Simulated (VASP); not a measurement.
## MgO3: relaxation of cell and atoms with PBE

The system is MgO3.

```
Mg O
1.0
     2.80116    0.00000    0.00000
     0.00000    6.60364    0.00000
     0.00000    0.00000    5.25559
Mg O
1 3
Direct
  0.00000 0.00000 0.00000
  0.50000 0.00000 0.73881
  0.00000 0.00000 0.50000
  0.50000 0.00000 0.26119
```

The cell was generated, and may not be a known phase.

```json
{
  "Program": "VASP 6.6.1",
  "Task": "relaxation of cell and atoms",
  "Functional": "PBE",
  "Potentials or basis": "VASP PAW PBE potentials, release 64 (Mg, O)",
  "Cutoff": "600 eV",
  "k mesh": "16 × 8 × 10",
  "Occupations": "gaussian, width 0.1 eV",
  "Spin": "no spin polarisation",
  "Dipole correction": "no",
  "Further INCAR settings": "ALGO = Normal; EDIFF = 1e-06; IBRION = 2; EDIFFG = -0.01; NSW = 100; ISIF = 3"
}
```

```yaml
Relaxed_cell: a = 2.799 Å, b = 5.635 Å, c = 5.246 Å, α = 90.00°, β = 90.00°, γ = 90.00°
Space_group_after_relaxing_to_0.1_Å: Pmmm (No. 47)
Energy_gained_by_relaxing: 2.2 meV/atom
Ionic_steps: 27
Pressure_after_relaxing: 0.0 GPa
Largest_force_after_relaxing: 0.008 eV/Å
Band_gap_on_the_k_mesh: 0.01 eV (least direct gap 0.02 eV)
```

Forces on the atoms (eV/Å):
```
Mg   0.000  0.000  0.000
O    0.000  0.000 -0.008
O    0.000  0.000  0.000
O    0.000  0.000  0.008
```

Step by step:
| step | energy change (eV) | largest force (eV/Å) | pressure (GPa) | volume (Å³) |
| --- | --- | --- | --- | --- |
| 1 | 0.0000 | 0.0302 | -0.17 | 97.22 |
| 2 | -0.0002 | 0.0046 | 0.05 | 96.86 |
| 3 | -0.0002 | 0.0054 | -0.01 | 96.96 |
| 4 | -0.0002 | 0.0048 | -0.02 | 96.89 |
| 5 | -0.0004 | 0.0334 | -0.06 | 96.68 |
| 6 | -0.0003 | 0.0914 | -0.12 | 96.27 |
| 7 | -0.0004 | 0.0586 | -0.08 | 96.51 |
| 8 | -0.0004 | 0.0586 | -0.10 | 96.48 |
| 9 | -0.0005 | 0.0586 | -0.11 | 96.39 |
| 10 | -0.0006 | 0.0600 | -0.10 | 96.22 |
| 11 | -0.0009 | 0.0630 | -0.09 | 95.87 |
| 12 | -0.0014 | 0.0676 | -0.10 | 95.17 |
| 13 | -0.0024 | 0.0768 | -0.12 | 93.78 |
| 14 | -0.0044 | 0.0962 | -0.14 | 90.99 |
| 15 | -0.0071 | 0.1330 | -0.19 | 85.41 |
| 16 | -0.0077 | 0.1006 | -0.12 | 84.77 |
| 17 | -0.0084 | 0.0566 | -0.03 | 83.89 |
| 18 | -0.0085 | 0.0334 | 0.16 | 82.15 |
| 19 | -0.0086 | 0.0033 | 0.08 | 82.86 |
| 20 | -0.0086 | 0.0018 | 0.07 | 82.77 |
| 21 | -0.0086 | 0.0173 | 0.12 | 82.46 |
| 22 | -0.0086 | 0.0083 | 0.11 | 82.63 |
| 23 | -0.0086 | 0.0048 | 0.11 | 82.69 |
| 24 | -0.0088 | 0.0015 | 0.00 | 82.78 |
| 25 | -0.0088 | 0.0018 | -0.07 | 82.85 |
| 26 | -0.0089 | 0.0045 | -0.04 | 82.81 |
| 27 | -0.0089 | 0.0077 | 0.00 | 82.75 |

Final structure:
```yaml
crystal:
  lattice:
    - [2.79931, 0.00000, 0.00000]
    - [0.00000, 5.63502, 0.00000]
    - [0.00000, 0.00000, 5.24611]
  atoms:
    - { symbol: Mg, position: [0.00000, 0.00000, 0.00000] }
    - { symbol: O, position: [0.50000, 0.00000, 0.73918] }
    - { symbol: O, position: [0.00000, 0.00000, 0.50000] }
    - { symbol: O, position: [0.50000, 0.00000, 0.26082] }
```

Levels at points of the mesh, in eV from the valence-band top:
```
           k point  band 7  band 8  band 9  band 10  band 11  band 12  band 13  band 14
(0.00, 0.00, 0.00)   -3.45   -1.81   -1.75    -0.39     0.83     1.23     3.31     6.89
(0.50, 0.00, 0.00)   -2.04   -2.00   -1.20    -1.15     1.60     1.69     7.25     8.27
(0.00, 0.50, 0.00)   -3.44   -1.81   -1.77    -0.43     0.84     1.23     4.47     5.29
(0.50, 0.50, 0.00)   -2.05   -2.02   -1.20    -1.16     1.61     1.69     7.24     8.41
(0.00, 0.00, 0.50)   -2.39   -1.81   -1.62    -0.37     0.05     1.25     4.11     5.93
(0.50, 0.00, 0.50)   -2.44   -2.04   -1.65    -1.54     1.14     2.51     7.59     8.40
(0.00, 0.50, 0.50)   -2.47   -1.81   -1.62    -0.34     0.04     1.25     4.84     5.90
(0.50, 0.50, 0.50)   -2.44   -2.05   -1.67    -1.56     1.15     2.51     7.27     8.57
```

It took 100 min on 1 thread of Oxide Virtual Turin-like Processor, with other jobs on the host, peak memory 0.55 GiB.

Caveat: the smearing spreads over this small gap; semilocal functionals underestimate gaps, and a narrow one can read as zero. A k mesh can miss the band edges.
